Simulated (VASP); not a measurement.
Al, 4 atoms in the cell. The structure is hexagonal, space group P6_3/mmc (No. 194). The conventional cell has a = 2.815 Å, b = 2.815 Å, c = 9.242 Å, α = 90.00°, β = 90.00°, γ = 120.00°. Al (site symmetry -3m) has 12 Al at 2.81 to 2.82 Å within 3.7 Å. Within 3.7 Å of Al (site symmetry -6m2) lie 12 Al at 2.81 to 2.82 Å. 

| Item | Value |
| --- | --- |
| Program | VASP 6.6.1 |
| Task | single point |
| Functional | PBE |
| Dispersion | D3(BJ) |
| Potentials or basis | VASP PAW PBE potentials, release 64 (Al) |
| Cutoff | 520 eV |
| k mesh | 18 × 18 × 6 |
| Occupations | gaussian, width 0.1 eV |
| Spin | no spin polarisation |
| Dipole correction | no |
| Further INCAR settings | ALGO = Normal; EDIFF = 1e-07; NBANDS = 14 |

Potentials or basis: VASP PAW PBE potentials, release 64 (Al).

The run is started by

```console
$ cat potpaw_PBE.64/Al/POTCAR > POTCAR
$ mpirun -np 1 vasp_std > vasp.out
```

Hardware: 1 thread of Intel(R) Xeon(R) 6975P-C (Granite Rapids), with other jobs on the host.

Question: How long does it take, and how much memory?

Answer: It took 47 s on 1 thread of Intel(R) Xeon(R) 6975P-C (Granite Rapids), on a shared host, peak memory 0.25 GiB. Counts: scf iterations 10, k points 148.
